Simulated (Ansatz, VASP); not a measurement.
## BP in VASP and in Ansatz

The input POSCAR:

```
BP
1.0
    0.0000000000      2.2840269280      2.2840269280
    2.2840269280      0.0000000000      2.2840269280
    2.2840269280      2.2840269280      0.0000000000
P B
1 1
Direct
    0.7500000000      0.7500000000      0.7500000000
    0.0000000000      0.0000000000      0.0000000000
```

INCAR.step1

```
SYSTEM = BP
ALGO = Normal ; EDIFF = 1E-5
ENCUT = 520 ; GGA = PE
ISIF = 2 ; ISMEAR = -1
LASPH = .TRUE. ; LREAL = .FALSE.
LWAVE = .TRUE. ; NBANDS = 11
NELM = 80 ; PREC = Accurate
SIGMA = 0.05
```

File INCAR.step2:

```
SYSTEM = BP
AEXX = 0.5 ; AGGAC = 1.0
AGGAX = 0.5 ; ALDAC = 0.0
ALDAX = 0.5 ; ALGO = Normal
EDIFF = 1E-7 ; ENCUT = 520
GGA = B5 ; ISIF = 2
ISMEAR = -1 ; ISTART = 1
LASPH = .TRUE. ; LCHARG = .TRUE.
LELF = .TRUE. ; LHFCALC = .TRUE.
LREAL = .FALSE. ; LVHAR = .TRUE.
LWAVE = .FALSE. ; NBANDS = 11
NELM = 80 ; PREC = Accurate
PRECFOCK = Normal ; SIGMA = 0.05
```

File KPOINTS:

```
k-points
0
G
  5 5 5
  0 0 0
```

File input.yaml:

```yaml
crystal:
  lattice:
    - [0.0, 2.284026928, 2.284026928]
    - [2.284026928, 0.0, 2.284026928]
    - [2.284026928, 2.284026928, 0.0]
  atoms:
    - { symbol: P, position: [0.75, 0.75, 0.75] }
    - { symbol: B, position: [0.0, 0.0, 0.0] }
hamiltonian:
  xc: { name: BHLYP }
  pseudopotentials: { kind: paw }
kpoints:
  mp_grid: { grid: [5, 5, 5] }
scf:
  occupations: { method: fermi_dirac, width: 0.05 }
output:
  forces: true
  stress: true
  eigenvalues: true
  write_density: true
  write_potential: true
  elf: true
  volumetric_format: npy
```

Alike in both runs: task single point; functional BHLYP; k mesh 5 × 5 × 5; occupations fermi-dirac, width 0.05 eV; no spin polarisation.

|  | VASP | Ansatz |
| --- | --- | --- |
| version | VASP 6.6.1 | Ansatz 0.2.0 |
| potentials or method | VASP PAW PBE potentials, release 64 (P, B) | Ansatz PAW |
| plane-wave cutoff (eV) | 520 | 420 |
| valence electrons in the cell | 8 | 8 |

```csv
,VASP,Ansatz,Ansatz less VASP
gap on the k mesh at the Fermi level (eV),4.68,4.59,-0.096
least direct gap on the mesh (eV),7.08,6.98,-0.106
pressure (GPa),-4.1,-3.1,+0.99
```

VASP's potentials were made for PBE, not for BHLYP.

The k mesh is coarse, so the values compare programs but aren't converged. Noted on Ansatz's run: odd divisions of the mesh miss points on the zone boundary, where band edges often lie, so the gap on the mesh can be too wide.
